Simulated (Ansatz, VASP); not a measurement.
**Ni in VASP and in Ansatz**

```
CELL_PARAMETERS angstrom
4.39605 0.00000 0.00000
0.00000 4.39605 0.00000
0.00000 0.00000 4.39605
ATOMIC_POSITIONS crystal
Ni 0.00000 0.00000 0.00000
Ni 0.50000 0.50000 0.50000
Ni 0.25000 0.00000 0.50000
Ni 0.75000 0.00000 0.50000
Ni 0.50000 0.25000 0.00000
Ni 0.50000 0.75000 0.00000
Ni 0.00000 0.50000 0.25000
Ni 0.00000 0.50000 0.75000
```

Alike in both runs: task single point; functional PBEsol; k mesh 8 × 8 × 8; occupations fermi-dirac, width 0.05 eV; collinear spin.

```csv
,VASP,Ansatz
version,VASP 6.6.1,Ansatz 0.2.0
potentials or method,"VASP PAW PBE potentials, release 64 (Ni), cutoff 520 eV","plane waves (420 eV) with PAW, scalar-relativistic"
valence electrons in the cell,80,144
```

Ansatz gave:

- net moment per atom (μB): 0.58
- size of the moment on the site where the two differ most (μB): 0.62

Q: What did VASP give for the same quantities?

A: net moment per atom (μB): 0.57; size of the moment on the site where the two differ most (μB): 0.58.

VASP's potentials were made for PBE, not for PBEsol, and Ansatz warns of the same on its side. Site moments also hang on the region over which each program counts them. With one functional, cell and mesh, what is left measures potentials, basis and numerics. VASP's potentials hold 80 valence electrons a cell and Ansatz's 144, so a difference there can come from the potentials and not from the codes.
